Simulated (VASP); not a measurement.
## Rh: single point with PBE

Rh:

```xyz
1
Lattice="0.0000 2.0855 1.7871 2.0855 0.0000 1.7871 2.0855 2.0855 0.0000" Properties=species:S:1:pos:R:3 pbc="T T T"
Rh    0.0000    0.0000    0.0000
```

This cell differs from its parent crystal: volume 15.545 Å^3 an atom, c/a of the conventional cell 0.8569.

| Item | Value |
| --- | --- |
| Program | VASP 6.6.1 |
| Task | single point |
| Functional | PBE |
| Potentials or basis | VASP PAW PBE potentials, release 64 (Rh_pv) |
| Cutoff | 520 eV |
| k mesh | 22 × 22 × 22 |
| Occupations | gaussian, width 0.15 eV |
| Spin | no spin polarisation |

| Quantity | Value |
| --- | --- |
| Pressure | -17.5 GPa |

Stress tensor (GPa, compression positive):
```
-23.97   0.00   0.00
  0.00 -23.97   0.00
  0.00   0.00  -4.68
```

Levels at points of the mesh, in eV from the Fermi level:
```csv
k point,band 5,band 6,band 7,band 8,band 9,band 10
"(0.00, 0.00, 0.00)",-2.77,-2.77,-1.61,-1.56,-0.20,16.45
"(0.50, 0.00, 0.00)",-3.22,-1.70,0.12,0.89,1.01,7.66
"(0.50, 0.50, 0.00)",-4.97,0.51,0.89,0.89,5.43,10.90
"(0.50, 0.00, 0.50)",-4.66,0.28,0.31,1.22,2.27,9.58
```

Run time: 96 s on 1 thread of Intel(R) Xeon(R) Platinum 8488C (Sapphire Rapids), on a shared host, peak memory 0.26 GiB.
